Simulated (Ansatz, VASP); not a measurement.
# PbSe: VASP beside Ansatz

Contents of INCAR:

```
SYSTEM = PbSe
  PREC = Accurate
  ENCUT = 520
  EDIFF = 1E-6
  ISMEAR = 0
  SIGMA = 0.03
  LREAL = .FALSE.
  LASPH = .TRUE.
  NELM = 60
  ALGO = Normal
  ISIF = 2
  LWAVE = .FALSE.
  LCHARG = .FALSE.
  GGA = PE
  IVDW = 12
  NBANDS = 17
```

File KPOINTS:

```
Automatic mesh
0
G
  10 10 10
  0 0 0
```

POSCAR

```
PbSe
1.0
    0.0000000000      3.1826879122      2.9850429928
    3.1826879122      0.0000000000      2.9850429928
    3.1826879122      3.1826879122      0.0000000000
Pb Se
1 1
Direct
    0.0000000000      0.0000000000      0.0000000000
    0.5000000000      0.5000000000      0.5000000000
```

Input for Ansatz:

```yaml
crystal:
  lattice:
    - [0.0, 3.1826879122, 2.9850429928]
    - [3.1826879122, 0.0, 2.9850429928]
    - [3.1826879122, 3.1826879122, 0.0]
  atoms:
    - { symbol: Pb, position: [0.0, 0.0, 0.0] }
    - { symbol: Se, position: [0.5, 0.5, 0.5] }
basis:
  ecutwfc: 420
kpoints:
  mp_grid: { grid: [10, 10, 10] }
hamiltonian:
  xc: pbe
  dispersion: d3bj
scf:
  occupations: { method: gaussian, width: 0.03 }
output:
  forces: true
  stress: true
  eigenvalues: true
```

Alike in both runs: task single point; functional PBE; dispersion D3(BJ); k mesh 10 × 10 × 10; occupations gaussian, width 0.03 eV; no spin polarisation.

|  | VASP | Ansatz |
| --- | --- | --- |
| version | VASP 6.6.1 | Ansatz 0.2.0 |
| potentials or method | VASP PAW PBE potentials, release 64 (Pb_d, Se), cutoff 520 eV | scalar-relativistic, plane waves, PAW |
| valence electrons in the cell | 20 | 30 |

VASP gave:

| Item | Value |
| --- | --- |
| gap on the k mesh at the Fermi level (eV) | 0.34 |
| least direct gap on the mesh (eV) | 0.34 |
| pressure (GPa) | -1.6 |
| traceless stress, the component that is largest in VASP (GPa) | 4.87 |

Problem. Estimate Ansatz's values.

Solution. gap on the k mesh at the Fermi level (eV): 0.34; least direct gap on the mesh (eV): 0.34; pressure (GPa): -1.5; traceless stress, the component that is largest in VASP (GPa): 4.86.

VASP's potentials hold 20 valence electrons a cell and Ansatz's 30, so a difference there can come from the potentials and not from the codes.

Spin-orbit coupling is off throughout.
